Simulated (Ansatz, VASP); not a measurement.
## One calculation of RbTl, two programs

```
Rb Tl
1.0
     0.00000    3.79178    3.79178
     3.79178    0.00000    3.79178
     3.79178    3.79178    0.00000
Rb Tl
1 1
Direct
  0.00000 0.00000 0.00000
  0.50000 0.50000 0.50000
```

Alike in both runs: task relaxation of cell and atoms; functional PBE; k mesh 12 × 12 × 12; occupations gaussian, width 0.1 eV; no spin polarisation.

|  | VASP | Ansatz |
| --- | --- | --- |
| version | VASP 6.6.1 | Ansatz 0.2.0 |
| potentials or method | VASP PAW PBE potentials, release 64 (Rb_sv, Tl_d), cutoff 600 eV | scalar-relativistic, plane waves, PAW |
| valence electrons in the cell | 22 | 22 |

Ansatz gave:

```
gap on the k mesh at the Fermi level, each at its own relaxed structure (eV) : none
relaxed volume (Å³/atom)                                                     : 54.52
relaxed cell length with the largest relative difference (Å)                 : 5.362
```

Task: Estimate VASP's values.

Result: gap on the k mesh at the Fermi level, each at its own relaxed structure (eV): none; relaxed volume (Å³/atom): 54.64; relaxed cell length with the largest relative difference (Å): 5.366.

A gap of «none» marks a metal or a gap that the smearing closes.

Spin-orbit coupling is off throughout.
